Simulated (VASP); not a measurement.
A run of VASP 6.6.1 is set up as follows.

File INCAR:

```
  PREC = Accurate
  ENCUT = 400
  EDIFF = 1E-8
  ISMEAR = -1
  SIGMA = 0.05
  LREAL = F
  LASPH = T
  NELM = 120
  ALGO = Normal
  ISIF = 2
  LWAVE = F
  LCHARG = F
  GGA = PE
  LEFG = T
  NBANDS = 28
  GGA_COMPAT = F
```

Contents of KPOINTS:

```
regular mesh
0
Gamma
  9 9 5
```

The input POSCAR:

```
SnTe
1.0
    5.4359348646      0.0000000000      0.0000000000
   -2.7179674323      4.7076576860      0.0000000000
    0.0000000000      0.0000000000      6.5282277187
Sn Te
2 2
Direct
    0.3333333333      0.6666666667     -0.0463843560
    0.6666666667      0.3333333333      0.4536156440
    0.3333333333      0.6666666667      0.4223843560
    0.6666666667      0.3333333333      0.9223843560
```

Potentials or basis: VASP PAW PBE potentials, release 64 (Sn_d, Te).

Launch:

```bash
$ cat potpaw_PBE.64/Sn_d/POTCAR potpaw_PBE.64/Te/POTCAR > POTCAR
$ mpirun -np 1 vasp_std > vasp.out
```

Question: What does it give for the pressure?

Answer: 0.0 GPa.

Question: Predict the band gap on the k mesh.

Answer: 0.80 eV (least direct gap 1.20 eV).

Electric field gradients, principal values (V/Å²):
| atom | least | middle | greatest (by size) |
| --- | --- | --- | --- |
| 1 Sn | 9.231 | 9.242 | -18.474 |
| 2 Sn | 9.231 | 9.242 | -18.474 |
| 3 Te | -5.809 | -5.810 | 11.619 |
| 4 Te | -5.809 | -5.810 | 11.619 |

Caveat: without QUAD_EFG the Cq values of the log hold for a quadrupole moment of 1 mb, not for the nuclei; spin-orbit coupling is left out, which moves the levels of the heavy elements. A k mesh can miss the band edges.
